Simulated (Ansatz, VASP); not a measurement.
**Two plane-wave programs on TiAl**

```
Ti Al
1.0
     3.07621    0.00000    0.00000
     0.00000    3.07621    0.00000
     0.00000    0.00000    3.07621
Ti Al
1 1
Direct
  0.00000 0.00000 0.00000
  0.50000 0.50000 0.50000
```

Change from the starting cell: strain -0.030 along x and y, -0.030 along z, atoms carried along.

Alike in both runs: task single point; functional r2SCAN; k mesh 20 × 20 × 20; occupations gaussian, width 0.15 eV; no spin polarisation.

```csv
,VASP,Ansatz
version,VASP 6.6.1,Ansatz 0.2.0
potentials or method,"VASP PAW PBE potentials, release 64 (Ti_sv, Al), cutoff 520 eV","scalar-relativistic, plane waves, PAW"
valence electrons in the cell,15,15
```

```tsv
	VASP	Ansatz	Ansatz less VASP
gap on the k mesh at the Fermi level (eV)	none	none	-
pressure (GPa)	13.3	13.2	-0.13
```

VASP's potentials were made for PBE, not for r2SCAN. A gap of «none» marks a metal or a gap that the smearing closes. With one functional, cell and mesh, what is left measures potentials, basis and numerics.
